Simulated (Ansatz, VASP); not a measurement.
# RbBr: VASP beside Ansatz

Contents of INCAR:

```
SYSTEM = RbBr
PREC = Accurate ; ENCUT = 520
EDIFF = 1E-7 ; ISMEAR = 0
SIGMA = 0.02 ; LREAL = .FALSE.
LASPH = .TRUE. ; NELM = 60
ALGO = Normal ; ISIF = 2
LWAVE = .FALSE. ; LCHARG = .FALSE.
GGA = PE ; NBANDS = 15
```

KPOINTS

```
regular mesh
0
G
  6 6 6
  0 0 0
```

Contents of POSCAR:

```
RbBr
1.0
    0.0000000000      3.6657455250      3.6657455250
    3.6657455250      0.0000000000      3.6657455250
    3.3915455250      3.3915455250      0.2742000000
Rb Br
1 1
Direct
    0.0000000000      0.0000000000      0.0000000000
    0.5000000000      0.5000000000      0.5000000000
```

Input for Ansatz:

```yaml
crystal:
  lattice:
    - [0.0, 3.665745525, 3.665745525]
    - [3.665745525, 0.0, 3.665745525]
    - [3.391545525, 3.391545525, 0.2742]
  atoms:
    - { symbol: Rb, position: [0.0, 0.0, 0.0] }
    - { symbol: Br, position: [0.5, 0.5, 0.5] }
basis:
  ecutwfc: 420
kpoints:
  mp_grid: { grid: [6, 6, 6] }
hamiltonian:
  xc: pbe
scf:
  occupations: { method: gaussian, width: 0.02 }
output:
  forces: true
  stress: true
  eigenvalues: true
```

Alike in both runs: task single point; functional PBE; k mesh 6 × 6 × 6; occupations gaussian, width 0.02 eV; no spin polarisation.

|  | VASP | Ansatz |
| --- | --- | --- |
| version | VASP 6.6.1 | Ansatz 0.2.0 |
| potentials or method | VASP PAW PBE potentials, release 64 (Rb_sv, Br), cutoff 520 eV | scalar-relativistic, plane waves, PAW |
| valence electrons in the cell | 16 | 16 |

```tsv
	VASP	Ansatz	Ansatz less VASP
gap on the k mesh at the Fermi level (eV)	4.00	4.01	+0.001
least direct gap on the mesh (eV)	4.00	4.01	+0.001
pressure (GPa)	-0.2	-0.2	-0.02
traceless stress, the component that is largest in VASP (GPa)	0.26	0.26	+0.001
```

With one functional, cell and mesh, what is left measures potentials, basis and numerics.
